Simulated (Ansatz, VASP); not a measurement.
Sr in VASP and in Ansatz

```
Sr
1.0
     4.19454    0.00000    0.00000
    -2.09727    3.63258    0.00000
     0.00000    0.00000    6.87853
Sr
2
Direct
  0.16645 0.66667 0.23920
  0.83355 0.33333 0.76080
```

Change from the starting cell: mode 4 frozen in at -0.700 Å and mode 6 at -0.074 Å (largest displacements).

Alike in both runs: task single point; functional PBEsol; k mesh 12 × 12 × 8; occupations gaussian, width 0.15 eV; no spin polarisation.

|  | VASP | Ansatz |
| --- | --- | --- |
| version | VASP 6.6.1 | Ansatz 0.2.0 |
| potentials or method | VASP PAW PBE potentials, release 64 (Sr_sv), cutoff 520 eV | scalar-relativistic, plane waves, PAW |
| valence electrons in the cell | 20 | 20 |

|  | VASP | Ansatz | Ansatz less VASP |
| --- | --- | --- | --- |
| gap on the k mesh at the Fermi level (eV) | none | none | - |
| pressure (GPa) | 0.1 | 0.1 | -0.01 |
| traceless stress, the component that is largest in VASP (GPa) | 1.68 | 1.67 | -0.006 |
| rms of the force components (eV/Å) | 0.301 | 0.300 | -0.0009 |

VASP's potentials were made for PBE, not for PBEsol. Atom by atom the forces differ by 0.001 eV/Å (rms over components). A gap of «none» marks a metal or a gap that the smearing closes. The functional is the same, so the differences come from potentials, cutoffs and numerics.
